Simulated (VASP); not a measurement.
Here is a VASP 6.6.1 calculation.

File INCAR:

```
SYSTEM = MoH5
PREC = Accurate
ENCUT = 520
EDIFF = 1E-6
ISMEAR = 0
SIGMA = 0.1
LREAL = .False.
LASPH = .True.
NELM = 100
ALGO = Normal
ISIF = 2
LWAVE = .False.
LCHARG = .False.
GGA = PE
NBANDS = 18
```

KPOINTS

```
regular mesh
0
Gamma
  18 18 6
  0 0 0
```

The input POSCAR:

```
MoH5
1.0
    2.6162600191      0.0000000000      0.0000000000
   -1.3081300096      2.2657476395      0.0000000000
    0.0000000000      0.0000000000      6.4229100347
H Mo
5 1
Direct
    0.3333333333      0.6666666667      0.5000000000
    0.6666666667      0.3333333333      0.5000000000
    0.0000000000      0.0000000000      0.2874128256
    0.0000000000      0.0000000000      0.7125871744
    0.0000000000      0.0000000000      0.5000000000
    0.0000000000      0.0000000000      0.0000000000
```

Potentials or basis: VASP PAW PBE potentials, release 64 (H, Mo_sv).

Command:

```console
$ cat potpaw_PBE.64/H/POTCAR potpaw_PBE.64/Mo_sv/POTCAR > POTCAR
$ mpirun -np 1 vasp_std > vasp.out
```

Question: What does it give for the pressure?

Answer: 0.0 GPa.

Forces on the atoms (eV/Å):
```
H    0.000  0.000  0.000
H    0.000  0.000  0.000
H    0.000  0.000  0.003
H    0.000  0.000 -0.003
H    0.000  0.000  0.000
Mo   0.000  0.000  0.000
```
